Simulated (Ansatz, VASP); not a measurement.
## BeAu2S2 in VASP and in Ansatz

File INCAR:

```
SYSTEM = BeAu2S2
PREC     = Accurate       ! precision mode
ENCUT    = 520            ! plane-wave cutoff, eV
EDIFF    = 1E-6           ! SCF threshold, eV
ISMEAR   = 0              ! smearing method
SIGMA    = 0.1            ! smearing width, eV
LREAL    = .FALSE.        ! projectors in reciprocal space
LASPH    = .TRUE.         ! aspherical terms in the spheres
NELM     = 150            ! most SCF steps
ALGO     = Normal         ! electronic algorithm
ISIF     = 2              ! what is computed and relaxed
LWAVE    = .FALSE.        ! write WAVECAR
LCHARG   = .FALSE.        ! write CHGCAR
ISPIN    = 2              ! spin polarisation
MAGMOM   = 0 0 0 1 1      ! initial moments
LORBIT   = 11             ! projections on sites
LMAXMIX  = 4              ! l up to which the mixer works
GGA      = PE             ! functional
NBANDS   = 30             ! bands
```

The input KPOINTS:

```
Automatic mesh
0
G
  4 4 4
  0 0 0
```

File POSCAR:

```
BeAu2S2
1.0
    4.0005142800      0.0000000000      0.0000000000
    0.0000000000      4.0005142800      0.0000000000
    0.0000000000      0.0000000000      6.9021298100
Be S Au
1 2 2
Direct
    0.5000000000      0.5000000000      0.5000000000
    0.0000000000      0.5000000000      0.5000000000
    0.5000000000      0.0000000000      0.5000000000
    0.0000000000      0.5000000000      0.0000000000
    0.5000000000      0.0000000000      0.0000000000
```

Input for Ansatz:

```yaml
crystal:
  lattice:
    - [4.00051428, 0.0, 0.0]
    - [0.0, 4.00051428, 0.0]
    - [0.0, 0.0, 6.90212981]
  atoms:
    - { symbol: Be, position: [0.5, 0.5, 0.5] }
    - { symbol: S, position: [0.0, 0.5, 0.5] }
    - { symbol: S, position: [0.5, 0.0, 0.5] }
    - { symbol: Au, position: [0.0, 0.5, 0.0], spin: 1.0 }
    - { symbol: Au, position: [0.5, 0.0, 0.0], spin: 1.0 }
basis:
  ecutwfc: 420
kpoints:
  mp_grid: { grid: [4, 4, 4] }
hamiltonian:
  xc: pbe
scf:
  occupations: { method: gaussian, width: 0.1 }
  lower_state_search: "off"
output:
  forces: true
  stress: true
  eigenvalues: true
  populations: true
magnetization:
  spin_polarized: true
```

Alike in both runs: task single point; functional PBE; k mesh 4 × 4 × 4; occupations gaussian, width 0.1 eV; collinear spin.

|  | VASP | Ansatz |
| --- | --- | --- |
| version | VASP 6.6.1 | Ansatz 0.2.0 |
| potentials or method | VASP PAW PBE potentials, release 64 (Be, S, Au), cutoff 520 eV | scalar-relativistic, plane waves, PAW |
| valence electrons in the cell | 36 | 52 |

```csv
,VASP,Ansatz,Ansatz less VASP
gap on the k mesh at the Fermi level (eV),none,none,-
pressure (GPa),-0.8,-0.8,+0.05
"traceless stress, the component that is largest in VASP (GPa)",-2.16,-2.13,+0.028
net moment per atom (μB),0.00,0.00,-0.001
```

A gap of «none» marks a metal or a gap that the smearing closes. The functional is the same, so the differences come from potentials, cutoffs and numerics. VASP's potentials hold 36 valence electrons a cell and Ansatz's 52, so a difference there can come from the potentials and not from the codes. Ansatz's warnings: seeded moment not kept.

The k mesh is coarse, so the values compare programs but aren't converged. Spin-orbit coupling is off throughout.
